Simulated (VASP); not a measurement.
# CoO (Fm-3m) in VASP: settings compared

CoO is run at these levels: PBE, HSE06; tasks: single point.

Program: VASP 6.6.1. These are calculated values, not measurements. Logs are shortened: lines on timing, memory, paths and dates and some standing lists are left out, and cuts for length are marked.

**1. The cell of the first run**

Symmetry: Fm-3m, No. 225, cubic system. The conventional cell has a = 4.263 Å, b = 4.263 Å, c = 4.263 Å, α = 90.00°, β = 90.00°, γ = 90.00°. Co (site symmetry m-3m) has 6 O at 2.13 Å within 2.8 Å. Within 2.8 Å of O (site symmetry m-3m) lie 6 Co at 2.13 Å.

**2. Single point, PBE, collinear spin, ferromagnetic start**

Input file INCAR:

```
PREC = Accurate
ENCUT = 700
EDIFF = 1E-6
ISMEAR = -1
SIGMA = 0.05
LREAL = F
LASPH = T
NELM = 200
ALGO = Normal
ISIF = 2
LWAVE = F
LCHARG = F
ISPIN = 2
MAGMOM = 1 0
LORBIT = 11
NUPDOWN = 1.0
LMAXMIX = 4
GGA = PE
NBANDS = 22
GGA_COMPAT = F
```

Input file KPOINTS:

```
Automatic mesh
0
Gamma
  9 9 9
```

Input file POSCAR:

```
CoO
1.0
    0.0000000000      2.1315000000      2.1315000000
    2.1315000000      0.0000000000      2.1315000000
    2.1315000000      2.1315000000      0.0000000000
Co O
1 1
Direct
    0.0000000000      0.0000000000      0.0000000000
    0.5000000000      0.5000000000      0.5000000000
```

Potentials or basis: VASP PAW PBE potentials, release 64 (Co_sv, O).

The run is started by

```
> cat potpaw_PBE.64/Co_sv/POTCAR potpaw_PBE.64/O/POTCAR > POTCAR
> mpirun -np 1 vasp_std > vasp.out
```

OUTCAR:

```text
PREC = Accurate
   ENCUT = 700
   EDIFF = 1E-6
   ISMEAR = -1
   LREAL = F
   LASPH = T
   NELM = 200
   ISIF = 2
   ISPIN = 2
   LORBIT = 11
   NUPDOWN = 1.0
   GGA = PE

 ion  position               nearest neighbor table
   1  0.000  0.000  0.000-   2 2.13   2 2.13   2 2.13   2 2.13   2 2.13   2 2.13
   2  0.500  0.500  0.500-   1 2.13   1 2.13   1 2.13   1 2.13   1 2.13   1 2.13

  LATTYP: Found a face centered cubic cell.
 ALAT       =     4.2630000000

  Lattice vectors:

 A1 = (   0.0000000000,   2.1315000000,   2.1315000000)
 A2 = (   2.1315000000,   0.0000000000,   2.1315000000)
 A3 = (   2.1315000000,   2.1315000000,   0.0000000000)

Analysis of symmetry for initial positions (statically):
=====================================================================
 Subroutine PRICEL returns:
 Original cell was already a primitive cell.

 Routine SETGRP: Setting up the symmetry group for a
 face centered cubic supercell.

 Subroutine GETGRP returns: Found 48 space group operations
 (whereof 48 operations were pure point group operations)
 out of a pool of 48 trial point group operations.

The static configuration has the point symmetry O_h .

Analysis of symmetry for dynamics (positions and initial velocities):
=====================================================================
 Subroutine PRICEL returns:
 Original cell was already a primitive cell.

 Routine SETGRP: Setting up the symmetry group for a
 face centered cubic supercell.

 Subroutine GETGRP returns: Found 48 space group operations
 (whereof 48 operations were pure point group operations)
 out of a pool of 48 trial point group operations.

The dynamic configuration has the point symmetry O_h .

Analysis of structural, dynamic, and magnetic symmetry:
=====================================================================
 Subroutine PRICEL returns:
 Original cell was already a primitive cell.

 Routine SETGRP: Setting up the symmetry group for a
 face centered cubic supercell.

 Subroutine GETGRP returns: Found 48 space group operations
 (whereof 48 operations were pure point group operations)
 out of a pool of 48 trial point group operations.

The overall configuration has the point symmetry O_h .

 Subroutine INISYM returns: Found 48 space group operations
 (whereof 48 operations are pure point group operations),
 and found     1 'primitive' translations

----------------------------------------------------------------------------------------

                                     Primitive cell

  volume of cell :      19.3681

  direct lattice vectors                    reciprocal lattice vectors
     0.000000000  2.131500000  2.131500000    -0.234576589  0.234576589  0.234576589
     2.131500000  0.000000000  2.131500000     0.234576589 -0.234576589  0.234576589
     2.131500000  2.131500000  0.000000000     0.234576589  0.234576589 -0.234576589

  length of vectors
     3.014396208  3.014396208  3.014396208     0.406298571  0.406298571  0.406298571

  position of ions in fractional coordinates (direct lattice)
     0.000000000  0.000000000  0.000000000
     0.500000000  0.500000000  0.500000000

  ion indices of the primitive-cell ions
   primitive index   ion index
                 1           1
                 2           2

----------------------------------------------------------------------------------------

 KPOINTS: Automatic mesh

Automatic generation of k-mesh.
 Grid dimensions read from file:
 generate k-points for:    9    9    9

 Generating k-lattice:

  Cartesian coordinates                     Fractional coordinates (reciprocal lattice)
    -0.026064065  0.026064065  0.026064065     0.111111111  0.000000000  0.000000000
     0.026064065 -0.026064065  0.026064065     0.000000000  0.111111111  0.000000000
     0.026064065  0.026064065 -0.026064065     0.000000000  0.000000000  0.111111111

  Length of vectors
     0.045144286  0.045144286  0.045144286

  Shift w.r.t. Gamma in fractional coordinates (k-lattice)
     0.000000000  0.000000000  0.000000000

 Subroutine IBZKPT returns following result:
 ===========================================

 Found     35 irreducible k-points:

 Following reciprocal coordinates:
            Coordinates               Weight
  0.000000  0.000000  0.000000      1.000000
  0.111111  0.000000  0.000000      8.000000
  0.222222  0.000000  0.000000      8.000000
  0.333333  0.000000  0.000000      8.000000
  0.444444  0.000000  0.000000      8.000000
  0.111111  0.111111  0.000000      6.000000
[... 16 lines left out ...]
 -0.333333  0.333333  0.000000     12.000000
  0.444444  0.444444  0.000000      6.000000
 [... further k-points ...]
   k-points           NKPTS =     35   k-points in BZ     NKDIM =     35   number of bands    NBANDS=     22
   number of dos      NEDOS =    301   number of ions     NIONS =      2
   total plane-waves  NPLWV =  21952
   dimension x,y,z NGX =    28 NGY =   28 NGZ =   28
   dimension x,y,z NGXF=    56 NGYF=   56 NGZF=   56
   ions per type =               1   1
   NGX,Y,Z   is equivalent  to a cutoff of  15.44, 15.44, 15.44 a.u.
   NGXF,Y,Z  is equivalent  to a cutoff of  30.88, 30.88, 30.88 a.u.
 SYSTEM =  unknown system
   PREC   = accura    normal or accurate (medium, high low for compatibility)
   ISTART =      0    job   : 0-new  1-cont  2-samecut
   ICHARG =      2    charge: 1-file 2-atom 10-const
   ISPIN  =      2    spin polarized calculation?
   LNONCOLLINEAR =      F non collinear calculations
   LSORBIT =      F    spin-orbit coupling
   LASPH  =      T    aspherical Exc in radial PAW
   ENCUT  =  700.0 eV  51.45 Ry    7.17 a.u.   6.50  6.50  6.50*2*pi/ulx,y,z
   NELM   =    200;   NELMIN=  2; NELMDL= -5     # of ELM steps
   EDIFF  = 0.1E-05   stopping-criterion for ELM
   LREAL  =      F    real-space projection
   EDIFFG = 0.1E-04   stopping-criterion for IOM
   NSW    =      0    number of steps for IOM
   IBRION =     -1    ionic relax: 0-MD 1-quasi-New 2-CG
   NFREE  =      0    steps in history (QN), initial steepest desc. (CG)
   ISIF   =      2    stress and relaxation
   ISYM   =      2    0-nonsym 1-usesym 2-fastsym
   POTIM  = 0.5000    time-step for ionic-motion
   TEBEG  =    0.0;   TEEND  =   0.0 temperature during run
   PSTRESS=    0.0 pullay stress
   NELECT =      23.0000    total number of electrons
   NUPDOWN=       1.0000    fix difference up-down
   EMIN   =  10.00;   EMAX   =-10.00  energy-range for DOS
   EFERMI =   0.00;   METHOD = LEGACY
   ISMEAR =    -1;   SIGMA  =   0.05  broadening in eV -4-tet -1-fermi 0-gaus
   EFERMI_NEDOS =   21; number of points for ismear=-14 and -15
   IALGO  =     38    algorithm
   IMIX   =      4    mixing-type and parameters
     AMIX     =   0.40;   BMIX     =  1.00
     AMIX_MAG =   1.60;   BMIX_MAG =  1.00
  volume/ion in A,a.u.               =       9.68        65.35
  Fermi-wavevector in a.u.,A,eV,Ry     =   1.733626  3.276078 40.891759  3.005460
  Thomas-Fermi vector in A             =   2.807577
   LORBIT       =     11    0 simple, 1 ext, 2 COOP (PROOUT), +10 PAW based schemes
   GGA     = PE    functional components
   LHFCALC =     F    Hartree Fock is set to
   AEXX    =    0.0000 exact exchange contribution
   IVDW    =     0    specifies the selected vdW correction
   LEPSILON=     F    determine dielectric tensor
   LRPA    =     F    only Hartree local field effects (RPA)
 spin polarized calculation
  energy-cutoff  :      700.00
  volume of cell :       19.37
 maximum number of plane-waves:       869
 NGX is ok and might be reduce to    28
   NGX = 13   NGY = 13   NGZ = 13

 number of electron      23.0000015 magnetization       1.0000001

 Free energy of the ion-electron system (eV)
  ---------------------------------------------------
  ext. energy  EPLUGINS =         0.00000000
  ---------------------------------------------------
  free energy    TOTEN  =       -12.82465762 eV

  energy without entropy =      -12.80753382  energy(sigma->0) =      -12.81609572

 E-fermi :   8.8589     XC(G=0): -12.6694

 val. band max:        8.8093659628   @ k =   0.2222   0.2222   0.0000
 cond. band min:       8.4430780451   @ k =   0.4444   0.2222   0.0000
 fundamental gap:     -0.3662879177
 Fermi energy:         8.3985728877

 spin component 1

 k-point     1 :       0.0000    0.0000    0.0000
  band No.  band energies     occupation
      1     -86.5578      1.00000
      2     -49.8433      1.00000
      3     -49.8433      1.00000
      4     -49.8432      1.00000
      5     -11.5576      1.00000
      6       5.4547      1.00000
[... 14 lines left out ...]
     21      30.5587      0.00000
     22      33.7862      0.00000
[... 552 lines left out ...]
  band No.  band energies     occupation
      1     -86.5530      1.00000
      2     -49.8780      1.00000
      3     -49.8574      1.00000
      4     -49.8573      1.00000
      5     -10.3750      1.00000
      6       1.8861      1.00000
[... 14 lines left out ...]
     21      40.1206      0.00000
     22      40.1206      0.00000

 [... further k-points ...]

 spin component 2

 k-point     1 :       0.0000    0.0000    0.0000
  band No.  band energies     occupation
      1     -85.3127      1.00000
      2     -48.6249      1.00000
      3     -48.6246      1.00000
      4     -48.6245      1.00000
      5     -11.5803      1.00000
      6       5.4132      1.00000
[... 14 lines left out ...]
     21      30.9708      0.00000
     22      34.2974      0.00000
[... 552 lines left out ...]
  band No.  band energies     occupation
      1     -85.3076      1.00000
      2     -48.6618      1.00000
      3     -48.6400      1.00000
      4     -48.6397      1.00000
      5     -10.3975      1.00000
      6       1.9220      1.00000
[... 14 lines left out ...]
     21      40.1171      0.00000
     22      40.1171      0.00000

 [... further k-points ...]

------------------------ aborting loop because EDIFF is reached ----------------------------------------

  FORCE on cell =-STRESS in cart. coord.  units (eV):
  Direction    XX          YY          ZZ          XY          YZ          ZX
  --------------------------------------------------------------------------------------
  -------------------------------------------------------------------------------------
  Total       -1.9644825     -1.9644825     -1.9644825     -0.0000000     -0.0000000      0.0000000
  in kB     -162.5072457   -162.5072457   -162.5072457     -0.0000000     -0.0000000      0.0000000
  external PRESSURE =    -162.5072457 kB  Pullay stress =       0.0000000 kB

 VOLUME and BASIS-vectors are now :
 -----------------------------------------------------------------------------
  energy-cutoff  :      700.00
  volume of cell :       19.37
      direct lattice vectors                 reciprocal lattice vectors
     0.000000000  2.131500000  2.131500000    -0.234576589  0.234576589  0.234576589
     2.131500000  0.000000000  2.131500000     0.234576589 -0.234576589  0.234576589
     2.131500000  2.131500000  0.000000000     0.234576589  0.234576589 -0.234576589

 POSITION                                       TOTAL-FORCE (eV/Angst)
 -----------------------------------------------------------------------------------
      0.00000      0.00000      0.00000        -0.000000     -0.000000     -0.000000
      2.13150      2.13150      2.13150         0.000000      0.000000      0.000000
 -----------------------------------------------------------------------------------
    total drift:                                0.000000      0.000000      0.000000

  FREE ENERGIE OF THE ION-ELECTRON SYSTEM (eV)
  ---------------------------------------------------
  free  energy   TOTEN  =       -12.8246576217 eV

  energy  without entropy=      -12.8075338247  energy(sigma->0) =      -12.81609572

 total charge

# of ion       s       p       d       tot
------------------------------------------
    1        2.130   6.049   6.782  14.961
    2        1.555   3.372   0.000   4.927
--------------------------------------------------
tot          3.686   9.421   6.782  19.889

 magnetization (x)

# of ion       s       p       d       tot
------------------------------------------
    1        0.009   0.004   0.973   0.987
    2        0.017  -0.053   0.000  -0.036
--------------------------------------------------
tot          0.026  -0.048   0.973   0.951
```

Run time: 62 s. Hardware: 1 thread of AMD EPYC 7R13 (Zen 3), shared host; peak memory 0.16 GiB.

What came out:

- Free energy: -12.8247 eV
- Pressure: -16.3 GPa
- Net moment: 1.00 μB per cell
- Site moments: Co +0.99; O -0.04 μB
- Valence electrons inside the program's atomic spheres: Co 14.96; O 4.93

Caveat: the cell stands under tension; the total moment is fixed, so each spin has its own Fermi level and the state may be an excited one; a cell with one magnetic atom can't hold antiferromagnetic order, which such compounds often take.

(Part 1 of 2 ends here.)
